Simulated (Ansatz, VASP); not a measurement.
**One calculation of PtSe2, two programs**

Contents of INCAR:

```
PREC     = Accurate       # precision mode
ENCUT    = 520            # plane-wave cutoff, eV
EDIFF    = 1E-6           # SCF threshold, eV
ISMEAR   = 0              # smearing method
SIGMA    = 0.05           # smearing width, eV
LREAL    = False          # projectors in reciprocal space
LASPH    = True           # aspherical terms in the spheres
NELM     = 100            # most SCF steps
ALGO     = Normal         # electronic algorithm
ISIF     = 2              # what is computed and relaxed
LWAVE    = False          # write WAVECAR
LCHARG   = False          # write CHGCAR
LDIPOL   = True         
IDIPOL   = 3            
DIPOL    = 0.5 0.5 0.382
GGA      = PE             # functional
IVDW     = 12             # dispersion correction
NBANDS   = 31             # bands
```

File KPOINTS:

```
Automatic mesh
0
Gamma
  9 9 1
```

Contents of POSCAR:

```
PtSe2
1.0
    3.7070358307      0.0000000000      0.0000000000
   -1.8535179153      3.2103872021      0.0000000000
    0.0000000000      0.0000000000     22.7981611688
Se Pt
4 2
Direct
    0.6666666667      0.3333333333      0.1973843402
    0.3333333333      0.6666666667      0.3135814565
    0.3333333333      1.0000000000      0.4499959672
    0.6666666667      0.6666666667      0.5661930834
    0.0000000000      0.0000000000      0.2554828983
    1.0000000000      1.3333333333      0.5080945253
```

Input for Ansatz:

```yaml
crystal:
  lattice:
    - [3.7070358035, 0.0, 0.0]
    - [-1.8535179017, 3.2103871786, 0.0]
    - [0.0, 0.0, 22.7981617435]
  atoms:
    - { symbol: Se, position: [0.6666666667, 0.3333333333, 0.1973843352] }
    - { symbol: Pt, position: [0.0, 0.0, 0.2554828982] }
    - { symbol: Se, position: [0.3333333333, 0.6666666667, 0.3135814612] }
    - { symbol: Se, position: [0.3333333333, 1.0, 0.4499959684] }
    - { symbol: Pt, position: [1.0, 1.3333333333, 0.5080945314] }
    - { symbol: Se, position: [0.6666666667, 0.6666666667, 0.5661930944] }
basis:
  ecutwfc: 420
kpoints:
  mp_grid: { grid: [9, 9, 1] }
hamiltonian:
  xc: pbe
  pseudopotentials: { kind: paw, azcp: { folder: soft_1 } }
  dispersion: d3bj
scf:
  occupations: { method: gaussian, width: 0.05 }
output:
  forces: true
  eigenvalues: true
efield:
  axis: 3
  dipole_correction: true
  ramp_width: 0.04
```

Alike in both runs: task single point; functional PBE; dispersion D3(BJ); k mesh 9 × 9 × 1; occupations gaussian, width 0.05 eV; no spin polarisation.

|  | VASP | Ansatz |
| --- | --- | --- |
| version | VASP 6.6.1 | Ansatz 0.2.0 |
| potentials or method | VASP PAW PBE potentials, release 64 (Se, Pt), cutoff 520 eV | scalar-relativistic, plane waves, PAW |
| valence electrons in the cell | 44 | 100 |

```tsv
	VASP	Ansatz	Ansatz less VASP
gap on the k mesh at the Fermi level (eV)	0.66	0.67	+0.008
least direct gap on the mesh (eV)	0.87	0.88	+0.009
rms of the force components (eV/Å)	0.062	0.062	+0.0002
```

VASP's potentials hold 44 valence electrons a cell and Ansatz's 100, so a difference there can come from the potentials and not from the codes.

Neither program's run includes spin-orbit coupling.
